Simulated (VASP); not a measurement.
Set up this calculation in VASP 6.6.1, as the native input.

* Task: relaxation of cell and atoms
* Functional: PBE
* Potentials or basis: VASP PAW PBE potentials, release 64 (Zr_sv, H)
* Cutoff: 600 eV
* k mesh: 10 × 10 × 10
* Occupations: gaussian, width 0.1 eV
* Spin: no spin polarisation
* Dipole correction: no
* Further INCAR settings: ALGO = Fast; EDIFF = 1e-06; IBRION = 2; EDIFFG = -0.01; NSW = 100; ISIF = 3

The structure of Zr4H lies in POSCAR:

```
Zr4H
1.0
   -2.9135956736      2.9135956736      2.9135956736
    2.9135956736     -2.9135956736      2.9135956736
    2.9135956736      2.9135956736     -2.9135956736
Zr H
4 1
Direct
    0.0000000000      0.0000000000      0.5000000000
    0.0000000000      0.5000000000      0.0000000000
    0.5000000000      0.0000000000      0.0000000000
    0.5000000000      0.5000000000      0.5000000000
    0.0000000000      0.0000000000      0.0000000000
```

The cell was generated, and may not be a known phase.

One way to write it, as run:

INCAR

```
SYSTEM = Zr4H
PREC = Accurate
ENCUT = 600
EDIFF = 1E-6
ISMEAR = 0
SIGMA = 0.1
LREAL = .False.
LASPH = .True.
NELM = 60
ALGO = Fast
ISIF = 3
LWAVE = .False.
LCHARG = .False.
GGA = PE
IBRION = 2
NSW = 100
EDIFFG = -0.01
```

KPOINTS

```
Automatic mesh
0
Gamma
  10 10 10
  0 0 0
```

Potentials or basis: VASP PAW PBE potentials, release 64 (Zr_sv, H).

Run with:

```console
$ cat potpaw_PBE.64/Zr_sv/POTCAR potpaw_PBE.64/H/POTCAR > POTCAR
$ mpirun -np 1 vasp_std > vasp.out
```

Results of the run:

```json
{"Relaxed volume": "19.84 Å³/atom", "Relaxed cell": "a = 5.051 Å, b = 5.051 Å, c = 5.051 Å, α = 109.47°, β = 109.47°, γ = 109.47°", "Space group after relaxing (to 0.1 Å)": "Im-3m (No. 229)", "Energy gained by relaxing": "0.0 meV/atom", "Ionic steps": "3", "Pressure after relaxing": "0.0 GPa", "Band gap on the k mesh": "zero (an odd number of electrons rules out a gap without spin polarisation)"}
```

Run time: 12 min on 1 thread of Oxide Virtual Turin-like Processor, with other jobs on the host, peak memory 0.3 GiB.
